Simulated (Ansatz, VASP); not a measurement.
TaGaMo3 in VASP and in Ansatz

```
CELL_PARAMETERS angstrom
4.75226 0.00000 0.00000
0.00000 4.75226 0.00000
0.00000 0.00000 4.75226
ATOMIC_POSITIONS crystal
Ta 0.50000 0.50000 0.50000
Ga 0.00000 0.00000 0.00000
Mo 0.00000 0.50000 0.50000
Mo 0.50000 0.50000 0.00000
Mo 0.50000 0.00000 0.50000
```

Change from the starting cell: species swapped into the TlHPd3 type (Pm-3m, No. 221).

Alike in both runs: functional PBE; k mesh 4 × 4 × 4; occupations gaussian, width 0.1 eV; no spin polarisation.

Ansatz relaxed the structure, and its values are those at the end. VASP's run is a single point on that final structure, the one shown.

```csv
,VASP,Ansatz
version,VASP 6.6.1,Ansatz 0.2.0
potentials or method,"VASP PAW PBE potentials, release 64 (Ta_pv, Ga_d, Mo_sv), cutoff 520 eV","scalar-relativistic, plane waves, PAW"
valence electrons in the cell,66,68
```

|  | VASP | Ansatz | Ansatz less VASP |
| --- | --- | --- | --- |
| gap on the k mesh at the Fermi level (eV) | none | none | - |
| pressure (GPa) | 0.6 | 0.1 | -0.53 |

A gap of «none» marks a metal or a gap that the smearing closes. VASP's potentials hold 66 valence electrons a cell and Ansatz's 68, so a difference there can come from the potentials and not from the codes.

Spin-orbit coupling is off throughout.
